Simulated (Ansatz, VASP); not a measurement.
Cu: VASP beside Ansatz

Contents of INCAR:

```
PREC     = Accurate       # precision mode
ENCUT    = 520            # plane-wave cutoff, eV
EDIFF    = 1E-6           # SCF threshold, eV
ISMEAR   = 0              # smearing method
SIGMA    = 0.15           # smearing width, eV
LREAL    = False          # projectors in reciprocal space
LASPH    = True           # aspherical terms in the spheres
NELM     = 100            # most SCF steps
ALGO     = Fast           # electronic algorithm
ISIF     = 2              # what is computed and relaxed
LWAVE    = False          # write WAVECAR
LCHARG   = False          # write CHGCAR
GGA      = PS             # functional
NBANDS   = 18             # bands
```

KPOINTS

```
Automatic mesh
0
Gamma
  14 14 10
```

The input POSCAR:

```
Cu
1.0
    0.0000000000     -1.7816860089     -1.7816860089
    0.0000000000      1.7816860089     -1.7816860089
    3.5633720178      0.0000000000      0.0000000000
Cu
2
Direct
    0.4461318030      0.4638116578      0.4259490292
    0.0538681970      0.0361883422      0.0740509708
```

Input for Ansatz:

```yaml
crystal:
  lattice:
    - [0.0, -1.7816860089, -1.7816860089]
    - [0.0, 1.7816860089, -1.7816860089]
    - [3.5633720178, 0.0, 0.0]
  atoms:
    - { symbol: Cu, position: [0.446131803, 0.4638116578, 0.4259490292] }
    - { symbol: Cu, position: [0.053868197, 0.0361883422, 0.0740509708] }
basis:
  ecutwfc: 420
kpoints:
  mp_grid: { grid: [14, 14, 10] }
hamiltonian:
  xc: pbesol
scf:
  occupations: { method: gaussian, width: 0.15 }
output:
  forces: true
  stress: true
  eigenvalues: true
```

Alike in both runs: task single point; functional PBEsol; k mesh 14 × 14 × 10; occupations gaussian, width 0.15 eV; no spin polarisation.

|  | VASP | Ansatz |
| --- | --- | --- |
| version | VASP 6.6.1 | Ansatz 0.2.0 |
| potentials or method | VASP PAW PBE potentials, release 64 (Cu), cutoff 520 eV | scalar-relativistic, plane waves, PAW |
| valence electrons in the cell | 22 | 38 |

VASP gave:

* gap on the k mesh at the Fermi level (eV): none
* rms of the force components (eV/Å): 4.681

**Question.** What did Ansatz give for the same quantities?

**Answer.** gap on the k mesh at the Fermi level (eV): none; rms of the force components (eV/Å): 4.657.

VASP's potentials were made for PBE, not for PBEsol. Atom by atom the forces differ by 0.024 eV/Å (rms over components). A gap of «none» marks a metal or a gap that the smearing closes. The functional is the same, so the differences come from potentials, cutoffs and numerics. VASP's potentials hold 22 valence electrons a cell and Ansatz's 38, so a difference there can come from the potentials and not from the codes.
